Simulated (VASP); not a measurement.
CdSe: single point with r2SCAN

The system is CdSe.

```xyz
2
Lattice="0.0000 2.8429 2.8429 2.8429 0.0000 2.8429 2.8429 2.8429 0.0000" Properties=species:S:1:pos:R:3 pbc="T T T"
Cd    0.0000    0.0000    0.0000
Se    2.8429    2.8429    2.8429
```

```yaml
Program: VASP 6.6.1
Task: single point
Functional: r2SCAN
Potentials_or_basis: VASP PAW PBE potentials, release 64 (Cd, Se)
Cutoff: 520 eV
k_mesh: 6 × 6 × 6
Occupations: fermi-dirac, width 0.02 eV
Spin: no spin polarisation
Dipole_correction: no
Further_INCAR_settings: ALGO = Normal; EDIFF = 1e-07; NBANDS = 16
```

```
Pressure : 0.4 GPa
```

Levels at points of the mesh, in eV from the Fermi level:
| k point | band 5 | band 6 | band 7 | band 8 | band 9 | band 10 | band 11 | band 12 | band 13 | band 14 |
| --- | --- | --- | --- | --- | --- | --- | --- | --- | --- | --- |
| (0.00, 0.00, 0.00) | -8.22 | -8.22 | -0.66 | -0.66 | -0.66 | 0.83 | 9.19 | 9.19 | 9.19 | 10.76 |
| (0.50, 0.00, 0.00) | -8.07 | -8.07 | -5.11 | -0.05 | -0.05 | 3.58 | 5.81 | 5.81 | 6.78 | 12.12 |
| (0.50, 0.50, 0.00) | -8.02 | -7.45 | -4.32 | -2.19 | -2.19 | 0.00 | 5.85 | 10.77 | 11.41 | 11.41 |

It took 110 s on 1 thread of AMD EPYC 7R43 64-Core Processor (Zen 3), on a shared host, peak memory 0.13 GiB.

Caveat: the PAW data sets were made with another functional, which shifts forces and pressure a little.
